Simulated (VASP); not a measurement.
A run of VASP 6.6.1 is set up as follows.

File POSCAR:

```
NbSi2
1.0
    4.7955532086      0.0000000000      0.0000000000
   -2.3977766043      4.1530709039      0.0000000000
    0.0000000000      0.0000000000      6.5795856899
Nb Si
3 6
Direct
    0.5000000000      0.0000000000      0.5000000000
    0.5000000000      0.5000000000      0.8333333333
    0.0000000000      0.5000000000      0.1666666667
    0.1583813436      0.3167626872      0.5000000000
    0.8416186564      0.1583813436      0.8333333333
    0.6832373128      0.8416186564      0.1666666667
    0.8416186564      0.6832373128      0.5000000000
    0.1583813436      0.8416186564      0.8333333333
    0.3167626872      0.1583813436      0.1666666667
```

Contents of INCAR.step1:

```
ALGO = Normal ; EDIFF = 1E-4
ENCUT = 520 ; GGA = PE
ISMEAR = 0 ; LASPH = T
LCHARG = F ; LREAL = F
LWAVE = T ; NBANDS = 42
NELM = 80 ; PREC = Accurate
SIGMA = 0.1
```

File INCAR.step2:

```
ALGO = Normal ; EDIFF = 1E-7
ENCUT = 520 ; ISIF = 2
ISMEAR = 0 ; ISTART = 1
LASPH = T ; LCHARG = F
LMIXTAU = T ; LREAL = F
LWAVE = F ; METAGGA = R2SCAN
NBANDS = 42 ; NELM = 80
PREC = Accurate ; SIGMA = 0.1
```

KPOINTS

```
k-points
0
Gamma
  9 9 6
```

Potentials or basis: VASP PAW PBE potentials, release 64 (Nb_sv, Si).

The run is started by

```sh
$ cat potpaw_PBE.64/Nb_sv/POTCAR potpaw_PBE.64/Si/POTCAR > POTCAR
$ cp INCAR.step1 INCAR
$ mpirun -np 1 vasp_std > vasp.out
$ cp INCAR.step2 INCAR
$ mpirun -np 1 vasp_std > vasp.out
```

(1) Estimate the band gap on the k mesh.

(2) Estimate the pressure.

## Answers

(1) zero (an odd number of electrons rules out a gap without spin polarisation).

(2) -0.2 GPa.

Caveat: the PAW data sets were made with another functional, which shifts forces and pressure a little.
